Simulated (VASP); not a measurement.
Input of a VASP 6.6.1 run:

INCAR

```
ALGO = Fast
EDIFF = 1E-6
ENCUT = 520
GGA = PE
ISIF = 2
ISMEAR = 0
LASPH = T
LCHARG = T
LELF = T
LREAL = F
LVHAR = T
LWAVE = F
NBANDS = 19
NELM = 80
PREC = Accurate
SIGMA = 0.15
```

Contents of KPOINTS:

```
k-points
0
Gamma
  18 18 10
```

POSCAR

```
Zr
1.0
    3.2319982225      0.0000000000      0.0000000000
   -1.6159991112      2.7989925657      0.0000000000
    0.0000000000      0.0000000000      5.1470000000
Zr
2
Direct
    0.2405115001      0.6666666667      0.2500000000
    0.6666666667      0.3333333333      0.7500000000
```

Potentials or basis: VASP PAW PBE potentials, release 64 (Zr_sv).

Launch:

```bash
$ cat potpaw_PBE.64/Zr_sv/POTCAR > POTCAR
$ mpirun -np 1 vasp_std > vasp.out
```

Question: What does it give for the largest force?

Answer: 0.244 eV/Å.

Question: What does it give for the pressure?

Answer: 0.1 GPa.

Question: Estimate the band gap on the k mesh.

Answer: Zero (bands 12 and 13 overlap by 1.35 eV).

Forces on the atoms (eV/Å):
```
Zr   0.243  0.024  0.000
Zr  -0.243 -0.024  0.000
```

Caveat: the cell differs from its parent crystal (atom 1 (Zr) moved by (-0.300, +0.000) A along x and y).
